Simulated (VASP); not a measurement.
# Ir in VASP: a series of runs

The runs below take Ir through single point, relaxation of cell and atoms, with r2SCAN+U, revPBE+D4.

Program: VASP 6.6.1. These are calculated values, not measurements. Logs are shortened: lines on timing, memory, paths and dates and some standing lists are left out, and cuts for length are marked.

### 1 The cell of the first run

It takes space group Fm-3m (No. 225, cubic). Conventional cell: a = 3.796 Å, b = 3.796 Å, c = 3.796 Å, α = 90.00°, β = 90.00°, γ = 90.00°. Within 3.5 Å of Ir (site symmetry m-3m) lie 12 Ir at 2.68 Å.

### 2 Single point, r2SCAN+U

Input file POSCAR:

```
Ir
1.0
    0.0000000000      1.8981316749      1.8981316749
    1.8981316749      0.0000000000      1.8981316749
    1.8981316749      1.8981316749      0.0000000000
Ir
1
Direct
    0.0000000000      0.0000000000      0.0000000000
```

Input file INCAR.step1:

```
ALGO = Normal
EDIFF = 1E-4
ENCUT = 520
GGA = PE
ISMEAR = 1
LASPH = T
LCHARG = F
LDAU = T
LDAUJ = 0
LDAUL = 2
LDAUTYPE = 2
LDAUU = 6.2
LMAXMIX = 4
LREAL = F
LWAVE = T
NBANDS = 10
NELM = 150
PREC = Accurate
SIGMA = 0.01
```

Input file INCAR.step2:

```
ALGO = Normal
EDIFF = 1E-7
ENCUT = 520
ISIF = 2
ISMEAR = 1
ISTART = 1
LASPH = T
LCHARG = T
LDAU = T
LDAUJ = 0
LDAUL = 2
LDAUPRINT = 1
LDAUTYPE = 2
LDAUU = 6.2
LELF = T
LMAXMIX = 4
LMIXTAU = T
LREAL = F
LVHAR = T
LWAVE = F
METAGGA = R2SCAN
NBANDS = 10
NELM = 150
PREC = Accurate
SIGMA = 0.01
```

Input file KPOINTS:

```
k-points
0
Gamma
  12 12 12
```

Potentials or basis: VASP PAW PBE potentials, release 64 (Ir).

Launch:

```bash
> cat potpaw_PBE.64/Ir/POTCAR > POTCAR
> cp INCAR.step1 INCAR
> mpirun -np 1 vasp_std > vasp.out
> cp INCAR.step2 INCAR
> mpirun -np 1 vasp_std > vasp.out
```

OUTCAR:

```text
EDIFF = 1E-7
   ENCUT = 520
   ISIF = 2
   ISMEAR = 1
   ISTART = 1
   LASPH = T
   LREAL = F
   METAGGA = R2SCAN
   NELM = 150
   PREC = Accurate

 ion  position               nearest neighbor table
   1  0.000  0.000  0.000-

  LATTYP: Found a face centered cubic cell.
 ALAT       =     3.7962633498

  Lattice vectors:

 A1 = (   0.0000000000,   1.8981316749,   1.8981316749)
 A2 = (   1.8981316749,   0.0000000000,   1.8981316749)
 A3 = (   1.8981316749,   1.8981316749,   0.0000000000)

Analysis of symmetry for initial positions (statically):
[... 5 lines left out ...]
 face centered cubic supercell.

 Subroutine GETGRP returns: Found 48 space group operations
 (whereof 48 operations were pure point group operations)
 out of a pool of 48 trial point group operations.

The static configuration has the point symmetry O_h .

Analysis of symmetry for dynamics (positions and initial velocities):
[... 5 lines left out ...]
 face centered cubic supercell.

 Subroutine GETGRP returns: Found 48 space group operations
 (whereof 48 operations were pure point group operations)
 out of a pool of 48 trial point group operations.

The dynamic configuration has the point symmetry O_h .

 Subroutine INISYM returns: Found 48 space group operations
 (whereof 48 operations are pure point group operations),
 and found     1 'primitive' translations

----------------------------------------------------------------------------------------

                                     Primitive cell

  volume of cell :      13.6776

  direct lattice vectors                    reciprocal lattice vectors
     0.000000000  1.898131675  1.898131675    -0.263416920  0.263416920  0.263416920
     1.898131675  0.000000000  1.898131675     0.263416920 -0.263416920  0.263416920
     1.898131675  1.898131675  0.000000000     0.263416920  0.263416920 -0.263416920

  length of vectors
     2.684363558  2.684363558  2.684363558     0.456251489  0.456251489  0.456251489

  position of ions in fractional coordinates (direct lattice)
     0.000000000  0.000000000  0.000000000

  ion indices of the primitive-cell ions
   primitive index   ion index
                 1           1

----------------------------------------------------------------------------------------

 KPOINTS: k-points

Automatic generation of k-mesh.
 Grid dimensions read from file:
 generate k-points for:   12   12   12

 Generating k-lattice:

  Cartesian coordinates                     Fractional coordinates (reciprocal lattice)
    -0.021951410  0.021951410  0.021951410     0.083333333  0.000000000  0.000000000
     0.021951410 -0.021951410  0.021951410     0.000000000  0.083333333  0.000000000
     0.021951410  0.021951410 -0.021951410     0.000000000  0.000000000  0.083333333

  Length of vectors
     0.038020957  0.038020957  0.038020957

  Shift w.r.t. Gamma in fractional coordinates (k-lattice)
     0.000000000  0.000000000  0.000000000

 Subroutine IBZKPT returns following result:
 ===========================================

 Found     72 irreducible k-points:

 Following reciprocal coordinates:
            Coordinates               Weight
  0.000000  0.000000  0.000000      1.000000
  0.083333  0.000000  0.000000      8.000000
  0.166667  0.000000  0.000000      8.000000
  0.250000  0.000000  0.000000      8.000000
  0.333333  0.000000  0.000000      8.000000
  0.416667  0.000000  0.000000      8.000000
[... 16 lines left out ...]
  0.500000  0.166667  0.000000     24.000000
 -0.416667  0.166667  0.000000     24.000000
 [... further k-points ...]
   k-points           NKPTS =     72   k-points in BZ     NKDIM =     72   number of bands    NBANDS=     10
   number of dos      NEDOS =    301   number of ions     NIONS =      1
   total plane-waves  NPLWV =   8000
   dimension x,y,z NGX =    20 NGY =   20 NGZ =   20
   dimension x,y,z NGXF=    40 NGYF=   40 NGZF=   40
   ions per type =               1
   NGX,Y,Z   is equivalent  to a cutoff of  12.39, 12.39, 12.39 a.u.
   NGXF,Y,Z  is equivalent  to a cutoff of  24.77, 24.77, 24.77 a.u.
 SYSTEM =  unknown system
   PREC   = accura    normal or accurate (medium, high low for compatibility)
   ISTART =      1    job   : 0-new  1-cont  2-samecut
   ICHARG =      0    charge: 1-file 2-atom 10-const
   ISPIN  =      1    spin polarized calculation?
   LNONCOLLINEAR =      F non collinear calculations
   LSORBIT =      F    spin-orbit coupling
   LASPH  =      T    aspherical Exc in radial PAW
   ENCUT  =  520.0 eV  38.22 Ry    6.18 a.u.   4.99  4.99  4.99*2*pi/ulx,y,z
   NELM   =    150;   NELMIN=  2; NELMDL=  0     # of ELM steps
   EDIFF  = 0.1E-06   stopping-criterion for ELM
   LREAL  =      F    real-space projection
   EDIFFG = 0.1E-05   stopping-criterion for IOM
   NSW    =      0    number of steps for IOM
   IBRION =     -1    ionic relax: 0-MD 1-quasi-New 2-CG
   NFREE  =      0    steps in history (QN), initial steepest desc. (CG)
   ISIF   =      2    stress and relaxation
   ISYM   =      2    0-nonsym 1-usesym 2-fastsym
   POTIM  = 0.5000    time-step for ionic-motion
   TEBEG  =    0.0;   TEEND  =   0.0 temperature during run
   PSTRESS=    0.0 pullay stress
   NELECT =       9.0000    total number of electrons
   NUPDOWN=      -1.0000    fix difference up-down
   EMIN   =  10.00;   EMAX   =-10.00  energy-range for DOS
   EFERMI =   0.00;   METHOD = LEGACY
   ISMEAR =     1;   SIGMA  =   0.01  broadening in eV -4-tet -1-fermi 0-gaus
   EFERMI_NEDOS =   21; number of points for ismear=-14 and -15
   IALGO  =     38    algorithm
   IMIX   =      4    mixing-type and parameters
     AMIX     =   0.40;   BMIX     =  1.00
     AMIX_MAG =   1.60;   BMIX_MAG =  1.00
  volume/ion in A,a.u.               =      13.68        92.30
  Fermi-wavevector in a.u.,A,eV,Ry     =   1.423921  2.690821 27.586520  2.027552
  Thomas-Fermi vector in A             =   2.544467
   LORBIT       =      0    0 simple, 1 ext, 2 COOP (PROOUT), +10 PAW based schemes
 LDA+U is selected, type is set to LDAUTYPE =  2
   angular momentum for each species LDAUL =     2
   U (eV)           for each species LDAUU =   6.2
   J (eV)           for each species LDAUJ =   0.0
   METAGGA = R2SCAN    functional components
   LHFCALC =     F    Hartree Fock is set to
   AEXX    =    0.0000 exact exchange contribution
   IVDW    =     0    specifies the selected vdW correction
   LEPSILON=     F    determine dielectric tensor
   LRPA    =     F    only Hartree local field effects (RPA)
 non-spin polarized calculation
 Methfessel and Paxton  Order N= 1 SIGMA  =   0.01
  energy-cutoff  :      520.00
  volume of cell :       13.68
 maximum number of plane-waves:       380
   NGX =  9   NGY =  9   NGZ =  9

atom =   1  type =  1  l = 2

 onsite density matrix

spin component  1

  0.6621 -0.0000  0.0000 -0.0000 -0.0000
 -0.0000  0.6621  0.0000 -0.0000  0.0000
  0.0000  0.0000  0.9452  0.0000  0.0000
 -0.0000 -0.0000  0.0000  0.6621  0.0000
 -0.0000  0.0000  0.0000  0.0000  0.9452

spin component  2

  0.6621 -0.0000  0.0000 -0.0000 -0.0000
 -0.0000  0.6621  0.0000 -0.0000  0.0000
  0.0000  0.0000  0.9452  0.0000  0.0000
 -0.0000 -0.0000  0.0000  0.6621  0.0000
 -0.0000  0.0000  0.0000  0.0000  0.9452

 occupancies and eigenvectors

  o =  0.6621  v =  0.0000 -0.0959 -0.0000  0.9954 -0.0000  0.0000  0.0000  0.0000  0.0000  0.0000      0.0000  0.0000  0.0000  0.0000  0.0000  0.0000  0.0000  0.0000  0.0000  0.0000
  o =  0.6621  v =  0.0000  0.0000  0.0000  0.0000  0.0000  0.0000 -0.0959 -0.0000  0.9954 -0.0000      0.0000  0.0000  0.0000  0.0000  0.0000  0.0000  0.0000  0.0000  0.0000  0.0000
  o =  0.6621  v =  0.0000  0.0000  0.0000  0.0000  0.0000  0.0000  0.9954  0.0000  0.0959  0.0000      0.0000  0.0000  0.0000  0.0000  0.0000  0.0000  0.0000  0.0000  0.0000  0.0000
  o =  0.6621  v =  0.0000  0.9954  0.0000  0.0959  0.0000  0.0000  0.0000  0.0000  0.0000  0.0000      0.0000  0.0000  0.0000  0.0000  0.0000  0.0000  0.0000  0.0000  0.0000  0.0000
  o =  0.6621  v =  0.0000  0.0000  0.0000  0.0000  0.0000  1.0000  0.0000  0.0000  0.0000  0.0000      0.0000  0.0000  0.0000  0.0000  0.0000  0.0000  0.0000  0.0000  0.0000  0.0000
  o =  0.6621  v =  1.0000  0.0000  0.0000  0.0000  0.0000  0.0000  0.0000  0.0000  0.0000  0.0000      0.0000  0.0000  0.0000  0.0000  0.0000  0.0000  0.0000  0.0000  0.0000  0.0000
  o =  0.9452  v =  0.0000  0.0000  0.0136 -0.0000 -0.9999  0.0000  0.0000  0.0000  0.0000  0.0000      0.0000  0.0000  0.0000  0.0000  0.0000  0.0000  0.0000  0.0000  0.0000  0.0000
  o =  0.9452  v =  0.0000  0.0000  0.0000  0.0000  0.0000  0.0000  0.0000  0.0136 -0.0000 -0.9999      0.0000  0.0000  0.0000  0.0000  0.0000  0.0000  0.0000  0.0000  0.0000  0.0000
  o =  0.9452  v =  0.0000  0.0000  0.0000  0.0000  0.0000  0.0000 -0.0000 -0.9999 -0.0000 -0.0136      0.0000  0.0000  0.0000  0.0000  0.0000  0.0000  0.0000  0.0000  0.0000  0.0000
  o =  0.9452  v =  0.0000 -0.0000 -0.9999 -0.0000 -0.0136  0.0000  0.0000  0.0000  0.0000  0.0000      0.0000  0.0000  0.0000  0.0000  0.0000  0.0000  0.0000  0.0000  0.0000  0.0000

 number of electron       9.0000001 magnetization

 Free energy of the ion-electron system (eV)
  ---------------------------------------------------
  ext. energy  EPLUGINS =         0.00000000
  ---------------------------------------------------
  free energy    TOTEN  =       -46.50596133 eV

  energy without entropy =      -46.50593705  energy(sigma->0) =      -46.50595324

 E-fermi :   9.1906     XC(G=0): -15.3832

 val. band max:        9.1810703791   @ k =  -0.4167   0.5000   0.0833
 cond. band min:       9.1932572407   @ k =   0.3333   0.2500   0.0833
 fundamental gap:      0.0121868616
 Fermi energy:         9.1905865587

 k-point     1 :       0.0000    0.0000    0.0000
  band No.  band energies     occupation
      1      -1.0401      2.00000
      2       5.5417      2.00000
      3       5.5417      2.00000
      4       5.5417      2.00000
      5       6.5261      2.00000
      6       6.5261      2.00000
      7      25.7970      0.00000
      8      31.9061      0.00000
      9      31.9061      0.00000
     10      31.9061      0.00000

 k-point     2 :       0.0833    0.0000    0.0000
  band No.  band energies     occupation
      1      -0.7110      2.00000
      2       5.3804      2.00000
      3       5.6637      2.00000
      4       5.6637      2.00000
      5       6.4726      2.00000
      6       6.4726      2.00000
      7      26.3201      0.00000
      8      30.4323      0.00000
      9      32.2535      0.00000
     10      32.2535      0.00000
[... 274 lines left out ...]
 k-point    24 :      -0.4167    0.1667    0.0000
  band No.  band energies     occupation
      1       2.2321      2.00000
      2       3.3344      2.00000
      3       4.9200      2.00000
      4       6.8690      2.00000
      5       9.8532      0.00000
      6      14.0878      0.00000
      7      18.1824      0.00000
      8      26.2808      0.00000
      9      29.2634      0.00000
     10      30.4600      0.00000

 [... further k-points ...]
[... 5 lines left out ...]
  --------------------------------------------------------------------------------------
  -------------------------------------------------------------------------------------
  Total       -0.8229050     -0.8229050     -0.8229050      0.0000000      0.0000000      0.0000000
  in kB      -96.3942861    -96.3942861    -96.3942861      0.0000000      0.0000000      0.0000000
  external PRESSURE =     -96.3942861 kB  Pullay stress =       0.0000000 kB

 VOLUME and BASIS-vectors are now :
 -----------------------------------------------------------------------------
  energy-cutoff  :      520.00
  volume of cell :       13.68
      direct lattice vectors                 reciprocal lattice vectors
     0.000000000  1.898131675  1.898131675    -0.263416920  0.263416920  0.263416920
     1.898131675  0.000000000  1.898131675     0.263416920 -0.263416920  0.263416920
     1.898131675  1.898131675  0.000000000     0.263416920  0.263416920 -0.263416920

 POSITION                                       TOTAL-FORCE (eV/Angst)
 -----------------------------------------------------------------------------------
      0.00000      0.00000      0.00000        -0.000000     -0.000000     -0.000000
 -----------------------------------------------------------------------------------
    total drift:                               -0.000000     -0.000000     -0.000000

  FREE ENERGIE OF THE ION-ELECTRON SYSTEM (eV)
  ---------------------------------------------------
  free  energy   TOTEN  =       -46.5059613347 eV

  energy  without entropy=      -46.5059370459  energy(sigma->0) =      -46.50595324
```

Wall time 54 s (1 thread of AMD EPYC 9R45 (Zen 5), shared host); peak memory 0.1 GiB.

Results:

| Quantity | Value |
| --- | --- |
| Free energy | -46.5060 eV |
| Pressure | -9.6 GPa |

Eigenvalues of the final occupation matrices:
```
    site  spin  trace               eigenvalues
site 1 d     1   3.88  0.66 0.66 0.66 0.95 0.95
site 1 d     2   3.88  0.66 0.66 0.66 0.95 0.95
```

Caveat: the PAW data sets were made with another functional, which shifts forces and pressure a little; spin-orbit coupling is left out, which moves the levels of the heavy elements; U without spin polarisation on a metal has little footing; the U is typed as a test and isn't derived for this compound.

### 3 Relaxation of cell and atoms, r2SCAN+U

This run uses another cell than the first one, of 14.06 Å³/atom, 1.028 times its volume.

Input file POSCAR:

```
Ir
1.0
    0.0000000000      1.9156000000      1.9156000000
    1.9156000000      0.0000000000      1.9156000000
    1.9156000000      1.9156000000      0.0000000000
Ir
1
Direct
    0.0000000000      0.0000000000      0.0000000000
```

Input file INCAR.step1:

```
PREC = Accurate ; ENCUT = 600
ISMEAR = 1 ; SIGMA = 0.01
LREAL = F ; LASPH = T
NELM = 150 ; LMAXMIX = 4
LDAU = T ; LDAUTYPE = 2
LDAUL = 2 ; LDAUU = 6.2
LDAUJ = 0 ; GGA = PE
ALGO = Normal ; EDIFF = 1E-4
LWAVE = T ; LCHARG = F
```

Input file INCAR.step2:

```
PREC = Accurate ; ENCUT = 600
EDIFF = 1E-6 ; ISMEAR = 1
SIGMA = 0.01 ; LREAL = F
LASPH = T ; NELM = 150
ALGO = Normal ; ISIF = 3
LWAVE = F ; LCHARG = F
LMAXMIX = 4 ; LDAU = T
LDAUTYPE = 2 ; LDAUL = 2
LDAUU = 6.2 ; LDAUJ = 0
LDAUPRINT = 1 ; METAGGA = R2SCAN
LMIXTAU = T ; IBRION = 2
NSW = 80 ; EDIFFG = -0.01
ISTART = 1
```

Input file KPOINTS:

```
Automatic mesh
0
Gamma
  12 12 12
```

Potentials or basis: VASP PAW PBE potentials, release 64 (Ir).

Launch:

```bash
> cat potpaw_PBE.64/Ir/POTCAR > POTCAR
> cp INCAR.step1 INCAR
> mpirun -np 1 vasp_std > vasp.out
> cp INCAR.step2 INCAR
> mpirun -np 1 vasp_std > vasp.out
```

Run time: 4 min. Hardware: 1 thread of AMD EPYC 9R45 (Zen 5), shared host; peak memory 0.14 GiB.

The run converged. Its results:

```yaml
Free_energy: -46.5193 eV
Relaxed_volume: 13.27 Å³/atom
Relaxed_cell: a = 2.657 Å, b = 2.657 Å, c = 2.657 Å, α = 60.00°, β = 60.00°, γ = 60.00°
Space_group_after_relaxing_to_0.05_Å: Fm-3m (No. 225)
Energy_gained_by_relaxing: 44.1 meV/atom
Ionic_steps: 7
Pressure_after_relaxing: 0.0 GPa
```

Step by step:
```csv
step,energy change (eV),largest force (eV/Å),pressure (GPa),volume (Å³)
1,0.0000,0.0000,-16.94,14.06
2,0.3827,0.0000,77.48,11.25
3,-0.0439,0.0000,-1.44,13.33
4,-0.0441,0.0000,-0.23,13.28
5,-0.0441,0.0000,0.15,13.26
6,-0.0441,0.0000,-0.36,13.28
7,-0.0441,0.0000,0.04,13.27
```

Final structure:
```
Ir
1.0
     0.00000    1.87900    1.87900
     1.87900    0.00000    1.87900
     1.87900    1.87900    0.00000
Ir
1
Direct
  0.00000 0.00000 0.00000
```

Levels at points of the mesh, in eV from the Fermi level:
```
           k point  band 2  band 3  band 4  band 5  band 6  band 7
(0.00, 0.00, 0.00)   -3.86   -3.86   -3.86   -2.69   -2.69   16.63
(0.50, 0.00, 0.00)   -5.28   -5.28    0.96    1.03    1.03    9.36
(0.50, 0.50, 0.00)   -7.84   -0.26    2.30    2.30    3.51   11.96
```

Eigenvalues of the final occupation matrices:
```csv
site,spin,trace,eigenvalues
site 1 d,1,3.92,0.67 0.67 0.67 0.95 0.95
site 1 d,2,3.92,0.67 0.67 0.67 0.95 0.95
```

Caveat: the PAW data sets were made with another functional, which shifts forces and pressure a little; spin-orbit coupling is left out, which moves the levels of the heavy elements; U without spin polarisation on a metal has little footing; the U is typed as a test and isn't derived for this compound.

(Continued in part 2 of 2.)
